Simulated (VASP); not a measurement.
Wanted: the native input for a VASP 6.6.1 run.

```yaml
Task: relaxation of cell and atoms
Functional: PBE
Potentials_or_basis: VASP PAW PBE potentials, release 64 (Ta_pv, F)
Cutoff: 600 eV
k_mesh: 6 × 6 × 2
Occupations: gaussian, width 0.2 eV
Spin: no spin polarisation
Dipole_correction: no
Further_INCAR_settings: ALGO = Normal; EDIFF = 1e-06; IBRION = 2; EDIFFG = -0.08; NSW = 36; ISIF = 3
```

The structure of Ta2F lies in POSCAR:

```
Ta2F
1.0
    2.8500000000      0.0000000000      0.0000000000
   -1.4250000000      2.4681724000      0.0000000000
    0.0000000000      0.0000000000     12.2000000000
Ta F
4 2
Direct
    0.0000000000      0.0000000000      0.2950000000
    0.0000000000      0.0000000000      0.7050000000
    0.3333333300      0.6666666700      0.0980000000
    0.6666666700      0.3333333300      0.9020000000
    0.6666666700      0.3333333300      0.4100000000
    0.3333333300      0.6666666700      0.5900000000
```

These files were run (other wordings do the same):

INCAR

```
PREC = Accurate
ENCUT = 600
EDIFF = 1E-6
ISMEAR = 0
SIGMA = 0.2
LREAL = F
LASPH = T
NELM = 100
ALGO = Normal
ISIF = 3
LWAVE = F
LCHARG = F
GGA = PE
IBRION = 2
NSW = 36
EDIFFG = -0.08
```

KPOINTS

```
Automatic mesh
0
Gamma
  6 6 2
```

Potentials or basis: VASP PAW PBE potentials, release 64 (Ta_pv, F).

Command:

```console
$ cat potpaw_PBE.64/Ta_pv/POTCAR potpaw_PBE.64/F/POTCAR > POTCAR
$ mpirun -np 1 vasp_std > vasp.out
```

Results of the run:

```json
{"Relaxed volume": "16.07 Å³/atom", "Relaxed cell": "a = 2.914 Å, b = 2.914 Å, c = 13.115 Å, α = 90.00°, β = 90.00°, γ = 120.00°", "Space group after relaxing (to 0.05 Å)": "P-3m1 (No. 164)", "Energy gained by relaxing": "111.1 meV/atom", "Ionic steps": "16", "Pressure after relaxing": "0.0 GPa", "Largest force after relaxing": "0.079 eV/Å", "Band gap on the k mesh": "zero (band 29 reaches 5.34 eV, above the bottom of band 30 at 5.04 eV)"}
```

Caveat: the k points lie up to 0.42 Å⁻¹ apart in the final cell; spin-orbit coupling is left out, which moves the levels of the heavy elements; the relaxation stopped at a loose force limit of 0.08 eV/Å, so its end isn't a converged minimum.

Wall time 7 min on 1 thread of Intel(R) Xeon(R) Platinum 8375C CPU @ 2.90GHz (Ice Lake), on a shared host, peak memory 0.26 GiB.
